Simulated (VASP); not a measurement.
Ta, 4 atoms in the cell. It takes space group Cmce (No. 64, orthorhombic). Conventional cell: a = 3.328 Å, b = 10.556 Å, c = 4.403 Å, α = 90.00°, β = 90.00°, γ = 90.00°. Within 2.9 Å of Ta (site symmetry m) lie 3 Ta at 2.18 to 2.22 Å. 

```yaml
Program: VASP 6.6.1
Task: relaxation of cell and atoms
Functional: PBEsol
Potentials_or_basis: VASP PAW PBE potentials, release 64 (Ta_pv)
Cutoff: 600 eV
k_mesh: 6 × 6 × 4
Occupations: gaussian, width 0.1 eV
Spin: no spin polarisation
Dipole_correction: no
Further_INCAR_settings: ALGO = Normal; EDIFF = 1e-06; IBRION = 2; EDIFFG = -0.04; NSW = 90; ISIF = 3
```

Potentials or basis: VASP PAW PBE potentials, release 64 (Ta_pv).

The run is started by

```sh
$ cat potpaw_PBE.64/Ta_pv/POTCAR > POTCAR
$ mpirun -np 1 vasp_std > vasp.out
```

Hardware: 1 thread of Intel(R) Xeon(R) Platinum 8488C (Sapphire Rapids) (shared host).

**Question.** How long does it take, and how much memory?

**Answer.** Run time: 40 min on 1 thread of Intel(R) Xeon(R) Platinum 8488C (Sapphire Rapids), with other jobs on the host, peak memory 0.33 GiB. Counts: scf iterations 225, k points 39, ion steps 27.
